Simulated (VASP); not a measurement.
Set up this calculation in VASP 6.6.1, as the native input.

| Quantity | Value |
| --- | --- |
| Task | single point |
| Functional | PBE |
| Dispersion | D3(BJ) |
| Potentials or basis | VASP PAW PBE potentials, release 64 (Si, Cu) |
| Cutoff | 520 eV |
| k mesh | 2 × 2 × 2 |
| Occupations | gaussian, width 0.05 eV |
| Spin | collinear spin |
| Starting moments | [0.0, 0.0, 0.0, 0.0, 0.0, 0.0, 0.0, 0.0, 0.0, 0.0, 0.0, 0.0, 0.0, 0.0, 0.0, 0.0, 1.0] μB |
| Dipole correction | no |
| Further INCAR settings | ALGO = Normal; EDIFF = 1e-06; NBANDS = 56 |

The structure of CuSi16 (a cell with a defect) lies in POSCAR:

```
CuSi16
1.0
    0.0000000000      5.4300000000      5.4300000000
    5.4300000000      0.0000000000      5.4300000000
    5.4300000000      5.4300000000      0.0000000000
Si Cu
16 1
Direct
   -0.0169731858      0.0034784870      0.0066499532
    0.1186364588      0.1214696374      0.1417158539
    0.0114418015     -0.0332324659      0.5108002837
    0.1186394796      0.1214674526      0.6179869009
   -0.0005773393      0.4936832595      0.0079198113
    0.1169323595      0.6312399412      0.1258188639
   -0.0005771459      0.4936815251      0.4987836079
    0.1352237865      0.5954383050      0.6345727975
    0.5072978556      0.0034843031      0.0066433438
    0.6141559241      0.1586290862      0.1135111236
    0.5072967649      0.0034850454      0.4823812735
    0.6423590031      0.1214663185      0.6179902233
    0.4903626856      0.5300196814     -0.0102887547
    0.6264595660      0.6312455409      0.1258189244
    0.5085703248      0.4936802627      0.4987792820
    0.6264615881      0.6312466683      0.6162808230
    0.3137858629      1.0597449715      0.8131382088
```

These files were run (other wordings do the same):

INCAR

```
PREC = Accurate
ENCUT = 520
EDIFF = 1E-6
ISMEAR = 0
SIGMA = 0.05
LREAL = F
LASPH = T
NELM = 200
ALGO = Normal
ISIF = 2
LWAVE = F
LCHARG = F
ISPIN = 2
MAGMOM = 0 0 0 0 0 0 0 0 0 0 0 0 0 0 0 0 1
LORBIT = 11
LMAXMIX = 4
GGA = PE
IVDW = 12
NBANDS = 56
GGA_COMPAT = F
```

KPOINTS

```
regular mesh
0
Gamma
  2 2 2
```

Potentials or basis: VASP PAW PBE potentials, release 64 (Si, Cu).

Run with:

```sh
$ cat potpaw_PBE.64/Si/POTCAR potpaw_PBE.64/Cu/POTCAR > POTCAR
$ mpirun -np 1 vasp_std > vasp.out
```

It gave:

- Pressure: 1.5 GPa
- Largest force: 0.026 eV/Å
- Net moment: 0.00 μB per cell
- Valence electrons inside the program's atomic spheres: Si 1.69, 1.70 (each value once); Cu 10.19
- Dispersion energy per atom: -0.334 eV

Caveat: the k points lie up to 0.50 Å⁻¹ apart.

Wall time 3.3 min on 1 thread of Intel(R) Xeon(R) 6975P-C (Granite Rapids), with other jobs on the host, peak memory 0.68 GiB.
